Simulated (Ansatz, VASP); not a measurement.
One calculation of BaTiO3, two programs

Contents of POSCAR:

```
BaTiO3
1.0
   -4.0684679400     -4.0684679400      0.0000000000
   -4.0684679400      4.0684679400      0.0000000000
    0.0000000000      0.0000000000     -4.0684679400
Ba Ti O
2 2 6
Direct
    0.0000000000      0.5000000000      0.5000000000
    0.5000000000      0.0000000000      0.5000000000
    0.0000000000      0.0000000000      0.0000000000
    0.5000000000      0.5000000000      0.0000000000
    0.7500000000      0.7500000000      0.0000000000
    0.2500000000      0.2500000000      0.0000000000
    0.7500000000      0.2500000000      0.0000000000
    0.2500000000      0.7500000000      0.0000000000
    0.0000000000      0.0000000000      0.5000000000
    0.5000000000      0.5000000000      0.5000000000
```

INCAR.step1

```
PREC = Accurate
ENCUT = 520
ISMEAR = -1
SIGMA = 0.057
LREAL = F
LASPH = T
NELM = 80
NBANDS = 51
GGA = PE
ALGO = Normal
EDIFF = 1E-4
LWAVE = T
LCHARG = F
```

INCAR.step2

```
PREC = Accurate
ENCUT = 520
EDIFF = 1E-6
ISMEAR = -1
SIGMA = 0.057
LREAL = F
LASPH = T
NELM = 80
ALGO = Normal
ISIF = 2
LWAVE = F
LCHARG = T
METAGGA = R2SCAN
LMIXTAU = T
LELF = T
LVHAR = T
NBANDS = 51
ISTART = 1
```

KPOINTS

```
Automatic mesh
0
Gamma
  5 5 6
```

Input for Ansatz:

```yaml
crystal:
  lattice:
    - [4.06846794, 4.06846794, 0.0]
    - [4.06846794, -4.06846794, 0.0]
    - [0.0, 0.0, 4.06846794]
  atoms:
    - { symbol: Ba, position: [0.0, 0.5, 0.5] }
    - { symbol: Ba, position: [0.5, 0.0, 0.5] }
    - { symbol: Ti, position: [0.0, 0.0, 0.0] }
    - { symbol: Ti, position: [0.5, 0.5, 0.0] }
    - { symbol: O, position: [0.25, 0.25, 0.0] }
    - { symbol: O, position: [0.75, 0.75, 0.0] }
    - { symbol: O, position: [0.25, 0.75, 0.0] }
    - { symbol: O, position: [0.75, 0.25, 0.0] }
    - { symbol: O, position: [0.0, 0.0, 0.5] }
    - { symbol: O, position: [0.5, 0.5, 0.5] }
  symmetry: { tolerance: 0.0003 }
kpoints:
  mp_grid: { grid: [5, 5, 6], shift: [0, 0, 0] }
  band_path:
    path:
      - [0.0, 0.0, 0.0]
      - [0.5, -0.5, 0.0]
      - [1.0, 0.0, 0.0]
      - [0.0, 0.0, 0.0]
      - [1.0, 0.0, 0.5]
      - [0.5, -0.5, 0.0]
      - [1.0, 0.0, 0.5]
      - [1.0, 0.0, 0.0]
    npoints: 8
magnetization:
  spin_polarized: false
scf:
  occupations: { method: fermi_dirac, width: 0.057 }
  lower_state_search: "off"
  max_iter: 200
hamiltonian:
  pseudopotentials: { kind: paw }
  xc: r2scan
basis:
  ecutwfc: 500
  fft_grid_basis: typed
output:
  forces: true
  stress: true
  eigenvalues: true
  bader: true
  populations: true
  elf: true
  write_potential: true
  volumetric_format: npy
  dos:
    e_range: [-12, 8]
    de: 0.05
    projected: { site_lists: { Ba: [Ba], O: [O], Ti: [Ti] } }
checkpoint:
  read: saved_state
```

Alike in both runs: task single point; functional r2SCAN; k mesh 5 × 5 × 6; occupations fermi-dirac, width 0.057 eV; no spin polarisation.

|  | VASP | Ansatz |
| --- | --- | --- |
| version | VASP 6.6.1 | Ansatz 0.2.0 |
| potentials or method | VASP PAW PBE potentials, release 64 (Ba_sv, Ti_sv, O), cutoff 520 eV | PAW plane waves |
| valence electrons in the cell | 80 | 80 |

|  | VASP | Ansatz | Ansatz less VASP |
| --- | --- | --- | --- |
| pressure (GPa) | -7.2 | -8.8 | -1.65 |

VASP's potentials were made for PBE, not for r2SCAN. With one functional, cell and mesh, what is left measures potentials, basis and numerics.

Neither program's run includes spin-orbit coupling.
